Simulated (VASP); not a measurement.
# SiO2 (P4_2/mnm) in VASP: notebook

SiO2 is run at these levels: PBE; tasks: single point, relaxation of the atoms.

Program: VASP 6.6.1. These are calculated values, not measurements. Logs are shortened: lines on timing, memory, paths and dates and some standing lists are left out, and cuts for length are marked.

### Step 1. The cell of the first run

It takes space group P4_2/mnm (No. 136, tetragonal). The conventional cell has a = 4.222 Å, b = 4.222 Å, c = 2.700 Å, α = 90.00°, β = 90.00°, γ = 90.00°. Si (site symmetry mmm) has 6 O at 1.78 to 1.83 Å within 2.4 Å. O (site symmetry m2m) has 3 Si at 1.78 to 1.83 Å and 1 O at 2.31 Å within 2.4 Å.

### Step 2. Single point, PBE (8.02 Å³/atom)

INCAR reads:

```
SYSTEM = SiO2
PREC = Accurate
ENCUT = 520
EDIFF = 1E-7
ISMEAR = -1
SIGMA = 0.02
LREAL = .FALSE.
LASPH = .TRUE.
NELM = 100
ALGO = Normal
ISIF = 2
LWAVE = .FALSE.
LCHARG = .FALSE.
GGA = PE
NBANDS = 25
```

KPOINTS reads:

```
Automatic mesh
0
G
  7 7 11
  0 0 0
```

POSCAR reads:

```
SiO2
1.0
    4.2215312879      0.0000000000      0.0000000000
    0.0000000000      4.2215312879      0.0000000000
    0.0000000000      0.0000000000      2.6995632315
Si O
2 4
Direct
    0.0000000000      0.0000000000      0.0000000000
    0.5000000000      0.5000000000      0.5000000000
    0.3065962362      0.3065962362      0.0000000000
    0.1934037638      0.8065962362      0.5000000000
    0.6934037638      0.6934037638      0.0000000000
    0.8065962362      0.1934037638      0.5000000000
```

Potentials or basis: VASP PAW PBE potentials, release 64 (Si, O).

On the command line:

```sh
$ cat potpaw_PBE.64/Si/POTCAR potpaw_PBE.64/O/POTCAR > POTCAR
$ mpirun -np 1 vasp_std > vasp.out
```

OUTCAR:

```text
SYSTEM = SiO2
   PREC = Accurate
   ENCUT = 520
   EDIFF = 1E-7
   ISMEAR = -1
   LREAL = .FALSE.
   LASPH = .TRUE.
   NELM = 100
   ISIF = 2
   GGA = PE

 ion  position               nearest neighbor table
   1  0.000  0.000  0.000-   4 1.78   6 1.78   4 1.78   6 1.78   5 1.83   3 1.83
   2  0.500  0.500  0.500-   3 1.78   5 1.78   3 1.78   5 1.78   4 1.83   6 1.83
   3  0.307  0.307  0.000-   2 1.78   2 1.78   1 1.83
   4  0.193  0.807  0.500-   1 1.78   1 1.78   2 1.83
   5  0.693  0.693  0.000-   2 1.78   2 1.78   1 1.83
   6  0.807  0.193  0.500-   1 1.78   1 1.78   2 1.83

  LATTYP: Found a simple tetragonal cell.
 ALAT       =     4.2215312879
 C/A-ratio  =     0.6394748842

  Lattice vectors:

 A1 = (   4.2215312879,   0.0000000000,   0.0000000000)
 A2 = (   0.0000000000,   4.2215312879,   0.0000000000)
 A3 = (   0.0000000000,   0.0000000000,   2.6995632315)

Analysis of symmetry for initial positions (statically):
=====================================================================
 Subroutine PRICEL returns:
 Original cell was already a primitive cell.

 Routine SETGRP: Setting up the symmetry group for a
 simple tetragonal supercell.

 Subroutine GETGRP returns: Found 16 space group operations
 (whereof  8 operations were pure point group operations)
 out of a pool of 16 trial point group operations.

The static configuration has the point symmetry D_2h.
 The point group associated with its full space group is D_4h.

Analysis of symmetry for dynamics (positions and initial velocities):
=====================================================================
 Subroutine PRICEL returns:
 Original cell was already a primitive cell.

 Routine SETGRP: Setting up the symmetry group for a
 simple tetragonal supercell.

 Subroutine GETGRP returns: Found 16 space group operations
 (whereof  8 operations were pure point group operations)
 out of a pool of 16 trial point group operations.

The dynamic configuration has the point symmetry D_2h.
 The point group associated with its full space group is D_4h.

 Subroutine INISYM returns: Found 16 space group operations
 (whereof  8 operations are pure point group operations),
 and found     1 'primitive' translations

----------------------------------------------------------------------------------------

                                     Primitive cell

  volume of cell :      48.1098

[... 94 lines left out ...]
   ENCUT  =  520.0 eV  38.22 Ry    6.18 a.u.   7.85  7.85  5.02*2*pi/ulx,y,z
   NELM   =    100;   NELMIN=  2; NELMDL= -5     # of ELM steps
   EDIFF  = 0.1E-06   stopping-criterion for ELM
   LREAL  =      F    real-space projection
   EDIFFG = 0.1E-05   stopping-criterion for IOM
   NSW    =      0    number of steps for IOM
   IBRION =     -1    ionic relax: 0-MD 1-quasi-New 2-CG
   NFREE  =      0    steps in history (QN), initial steepest desc. (CG)
   ISIF   =      2    stress and relaxation
   ISYM   =      2    0-nonsym 1-usesym 2-fastsym
   POTIM  = 0.5000    time-step for ionic-motion
   TEBEG  =    0.0;   TEEND  =   0.0 temperature during run
   PSTRESS=    0.0 pullay stress
   NELECT =      32.0000    total number of electrons
   NUPDOWN=      -1.0000    fix difference up-down
   EMIN   =  10.00;   EMAX   =-10.00  energy-range for DOS
   EFERMI =   0.00;   METHOD = LEGACY
   ISMEAR =    -1;   SIGMA  =   0.02  broadening in eV -4-tet -1-fermi 0-gaus
   EFERMI_NEDOS =   21; number of points for ismear=-14 and -15
   IALGO  =     38    algorithm
   IMIX   =      4    mixing-type and parameters
     AMIX     =   0.40;   BMIX     =  1.00
     AMIX_MAG =   1.60;   BMIX_MAG =  1.00
  volume/ion in A,a.u.               =       8.02        54.11
  Fermi-wavevector in a.u.,A,eV,Ry     =   1.429049  2.700510 27.785542  2.042180
  Thomas-Fermi vector in A             =   2.549044
   LORBIT       =      0    0 simple, 1 ext, 2 COOP (PROOUT), +10 PAW based schemes
   GGA     = PE    functional components
[... 5 lines left out ...]
 non-spin polarized calculation
  energy-cutoff  :      520.00
  volume of cell :       48.11
 maximum number of plane-waves:      1309
 NGX is ok and might be reduce to    32
   NGX = 15   NGY = 15   NGZ = 11

 number of electron      31.9999988 magnetization

 Free energy of the ion-electron system (eV)
  ---------------------------------------------------
  ext. energy  EPLUGINS =         0.00000000
  ---------------------------------------------------
  free energy    TOTEN  =       -46.31543681 eV

  energy without entropy =      -46.31543681  energy(sigma->0) =      -46.31543681

 E-fermi :   8.2577     XC(G=0): -12.1020

 val. band max:        7.7948263406   @ k =   0.0000   0.0000   0.0000
 cond. band min:      12.8382456510   @ k =   0.0000   0.0000   0.0000
 fundamental gap:      5.0434193104
 Fermi energy:         8.2577237976

 k-point     1 :       0.0000    0.0000    0.0000
  band No.  band energies     occupation
      1     -14.4486      2.00000
      2     -10.9645      2.00000
      3     -10.9645      2.00000
      4     -10.7710      2.00000
      5      -2.8607      2.00000
      6       1.5609      2.00000
[... 661 lines left out ...]
     24      20.3509      0.00000
     25      21.8469      0.00000

 [... further k-points ...]

------------------------ aborting loop because EDIFF is reached ----------------------------------------

  FORCE on cell =-STRESS in cart. coord.  units (eV):
  Direction    XX          YY          ZZ          XY          YZ          ZX
  --------------------------------------------------------------------------------------
  -------------------------------------------------------------------------------------
  Total        0.3791431      0.3791431     -0.1667042      0.0000000      0.0000000      0.0000000
  in kB       12.6264202     12.6264202     -5.5516701      0.0000000      0.0000000      0.0000000
  external PRESSURE =       6.5670568 kB  Pullay stress =       0.0000000 kB

 VOLUME and BASIS-vectors are now :
 -----------------------------------------------------------------------------
  energy-cutoff  :      520.00
  volume of cell :       48.11
      direct lattice vectors                 reciprocal lattice vectors
     4.221531288  0.000000000  0.000000000     0.236880869  0.000000000  0.000000000
     0.000000000  4.221531288  0.000000000     0.000000000  0.236880869  0.000000000
     0.000000000  0.000000000  2.699563231     0.000000000  0.000000000  0.370430293

 POSITION                                       TOTAL-FORCE (eV/Angst)
 -----------------------------------------------------------------------------------
      0.00000      0.00000      0.00000         0.000000     -0.000000     -0.000000
      2.11077      2.11077      1.34978         0.000000     -0.000000     -0.000000
      1.29431      1.29431      0.00000        -0.012359     -0.012359     -0.000000
      0.81646      3.40507      1.34978         0.012359     -0.012359     -0.000000
      2.92723      2.92723      0.00000         0.012359      0.012359      0.000000
      3.40507      0.81646      1.34978        -0.012359      0.012359      0.000000
 -----------------------------------------------------------------------------------
    total drift:                                0.000000      0.000000     -0.000000

  FREE ENERGIE OF THE ION-ELECTRON SYSTEM (eV)
  ---------------------------------------------------
  free  energy   TOTEN  =       -46.3154368090 eV

  energy  without entropy=      -46.3154368090  energy(sigma->0) =      -46.31543681
```

It took 77 s on 1 thread of Intel Xeon 8259CL, shared host; peak memory 0.18 GiB.

What came out:

```
Free energy            : -46.3154 eV
Pressure               : 0.7 GPa
Largest force          : 0.017 eV/Å
Band gap on the k mesh : 5.04 eV
```

Forces on the atoms (eV/Å):
```
Si   0.000  0.000  0.000
Si   0.000  0.000  0.000
O   -0.012 -0.012  0.000
O    0.012 -0.012  0.000
O    0.012  0.012  0.000
O   -0.012  0.012  0.000
```

Levels at points of the mesh, in eV from the valence-band top:
| k point | band 14 | band 15 | band 16 | band 17 | band 18 | band 19 |
| --- | --- | --- | --- | --- | --- | --- |
| (0.00, 0.00, 0.00) | -0.85 | -0.85 | 0.00 | 5.04 | 6.53 | 8.22 |

Caveat: an odd mesh through Γ misses points on the zone boundary, where band edges can lie.

(Part 1 of 2 ends here.)
